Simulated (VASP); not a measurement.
Write the native input for VASP 6.6.1 that does the following.

| Property | Result |
| --- | --- |
| Task | single point |
| Functional | LDA |
| Potentials or basis | VASP PAW LDA potentials, release 64 (Cu) |
| Cutoff | 520 eV |
| k mesh | 20 × 20 × 12 |
| Occupations | gaussian, width 0.15 eV |
| Spin | no spin polarisation |
| Dipole correction | no |
| Further INCAR settings | ALGO = Fast; EDIFF = 1e-07; NBANDS = 18 |

The structure of Cu lies in POSCAR:

```
Cu
1.0
   -1.4273957350      1.4273957350      1.3410790631
    1.4273957350     -1.4273957350      1.3410790631
    2.8547914700      2.8547914700      0.0000000000
Cu
2
Direct
    0.0112403987     -0.0922945311      0.0000000000
    0.4887596013      0.5922945311      0.5000000000
```

This cell differs from its parent crystal: atoms displaced along several vibrational modes.

These files were run (other wordings do the same):

INCAR

```
ALGO = Fast
EDIFF = 1E-7
ENCUT = 520
GGA = CA
ISIF = 2
ISMEAR = 0
LASPH = True
LCHARG = False
LREAL = False
LWAVE = False
NBANDS = 18
NELM = 100
PREC = Accurate
SIGMA = 0.15
```

KPOINTS

```
k-points
0
Gamma
  20 20 12
```

Potentials or basis: VASP PAW LDA potentials, release 64 (Cu).

The run is started by

```console
$ cat potpaw_LDA.64/Cu/POTCAR > POTCAR
$ mpirun -np 1 vasp_std > vasp.out
```

It gave:

- Pressure: 2.3 GPa
- Largest force: 0.584 eV/Å
- Band gap on the k mesh: zero (bands 11 and 12 overlap by 6.36 eV)

Caveat: the cell differs from its parent crystal (atoms displaced along several vibrational modes); the stress differs along the axes, from -2 to 4 GPa.

Wall time 8 min on 1 thread of Intel Xeon 8259CL (shared host), peak memory 0.52 GiB.
